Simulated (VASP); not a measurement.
A run of VASP 6.6.1:

INCAR

```
PREC = Accurate ; ENCUT = 600
EDIFF = 1E-6 ; ISMEAR = -1
SIGMA = 0.05 ; LREAL = False
LASPH = True ; NELM = 60
ALGO = Normal ; ISIF = 3
LWAVE = False ; LCHARG = False
GGA = PE ; IBRION = 2
NSW = 60 ; EDIFFG = -0.005
PSTRESS = 1400.0
```

The input KPOINTS:

```
regular mesh
0
Gamma
  11 11 6
```

The input POSCAR:

```
TaN
1.0
    2.9256427458      0.0000000000      0.0000000000
   -1.4628213729      2.5336809402      0.0000000000
    0.0000000000      0.0000000000      4.5347462559
Ta N
2 2
Direct
    0.0000000000      0.0000000000      0.0000000000
    0.0000000000      0.0000000000      0.5000000000
    0.3333333333      0.6666666667      0.2500000000
    0.6666666667      0.3333333333      0.7500000000
```

Potentials or basis: VASP PAW PBE potentials, release 64 (Ta_pv, N).

Launch:

```console
$ cat potpaw_PBE.64/Ta_pv/POTCAR potpaw_PBE.64/N/POTCAR > POTCAR
$ mpirun -np 1 vasp_std > vasp.out
```

Hardware: 1 thread of Intel(R) Xeon(R) Platinum 8488C (Sapphire Rapids) (shared host).

Task: Estimate the wall time of this run.

Result: It took 3.6 min on 1 thread of Intel(R) Xeon(R) Platinum 8488C (Sapphire Rapids), with other jobs on the host, peak memory 0.19 GiB. Counts: scf iterations 107, k points 64, ion steps 14.
